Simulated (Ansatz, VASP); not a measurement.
KMgF3 in VASP and in Ansatz

```
K Mg F
1.0
     3.98590    0.00000    0.00000
     0.00000    3.98590    0.00000
     0.00000    0.00000    3.98590
K Mg F
1 1 3
Direct
  0.50000 0.50000 0.50000
  0.00000 0.00000 0.00000
  0.50000 0.98891 0.98891
  0.00000 0.48891 0.98891
  0.00000 0.98891 0.48891
```

Change from the starting cell: all F atoms moved +0.062 Å, as atom 3 towards its neighbour atom 1 (K) at 2.818 Å.

Alike in both runs: task single point; functional LDA; k mesh 6 × 6 × 6; occupations gaussian, width 0.05 eV; no spin polarisation.

|  | VASP | Ansatz |
| --- | --- | --- |
| version | VASP 6.6.1 | Ansatz 0.2.0 |
| potentials or method | VASP PAW LDA potentials, release 64 (K_sv, Mg, F), cutoff 520 eV | scalar-relativistic, plane waves, PAW |
| valence electrons in the cell | 32 | 40 |

|  | VASP | Ansatz | Ansatz less VASP |
| --- | --- | --- | --- |
| gap on the k mesh at the Fermi level (eV) | 6.95 | 6.98 | +0.027 |
| least direct gap on the mesh (eV) | 7.28 | 7.31 | +0.026 |
| pressure (GPa) | -5.1 | -4.3 | +0.78 |
| traceless stress, the component that is largest in VASP (GPa) | -0.19 | -0.19 | +0.005 |
| rms of the force components (eV/Å) | 0.162 | 0.158 | -0.0036 |

LDA's correlation is that of Perdew and Zunger in VASP and of Perdew and Wang (1992) in Ansatz. Atom by atom the forces differ by 0.004 eV/Å (rms over components). VASP's potentials hold 32 valence electrons a cell and Ansatz's 40, so a difference there can come from the potentials and not from the codes.
